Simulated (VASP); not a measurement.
Set up this calculation in VASP 6.6.1, as the native input.

| Quantity | Value |
| --- | --- |
| Task | single point |
| Functional | PBE |
| Potentials or basis | VASP PAW PBE potentials, release 64 (Tl_d, Ge_d, H) |
| Cutoff | 520 eV |
| k mesh | 6 × 6 × 10 |
| Occupations | gaussian, width 0.1 eV |
| Spin | no spin polarisation |
| Dipole correction | no |
| Further INCAR settings | ALGO = Normal; EDIFF = 1e-06; NBANDS = 43 |

The structure of Tl3Ge2H lies in POSCAR:

```
Tl3Ge2H
1.0
    7.7029100752      0.0000000000      0.0000000000
   -3.8514550376      6.6709158081      0.0000000000
    0.0000000000      0.0000000000      3.8289394432
Tl Ge H
3 2 1
Direct
    0.0000000000      0.5000000000      0.0000000000
    0.5000000000      0.0000000000      0.0000000000
    0.5000000000      0.5000000000      0.0000000000
    0.3333333333      0.6666666667      0.5000000000
    0.6666666667      0.3333333333      0.5000000000
    0.0000000000      0.0000000000      0.5000000000
```

The cell was built from a structure type or drawn by symmetry, and may not be a known phase.

These files were run (other wordings do the same):

INCAR

```
PREC = Accurate
ENCUT = 520
EDIFF = 1E-6
ISMEAR = 0
SIGMA = 0.1
LREAL = F
LASPH = T
NELM = 60
ALGO = Normal
ISIF = 2
LWAVE = F
LCHARG = F
GGA = PE
NBANDS = 43
```

KPOINTS

```
regular mesh
0
Gamma
  6 6 10
```

Potentials or basis: VASP PAW PBE potentials, release 64 (Tl_d, Ge_d, H).

The run is started by

```console
$ cat potpaw_PBE.64/Tl_d/POTCAR potpaw_PBE.64/Ge_d/POTCAR potpaw_PBE.64/H/POTCAR > POTCAR
$ mpirun -np 1 vasp_std > vasp.out
```

Results of the run:

- Pressure: 0.0 GPa
- Band gap on the k mesh: zero (bands 34 and 35 overlap by 1.49 eV)

Caveat: spin-orbit coupling is left out, which moves the levels of the heavy elements.

It took 2.5 min on 1 thread of Intel(R) Xeon(R) 6975P-C (Granite Rapids) (shared host), peak memory 0.5 GiB.
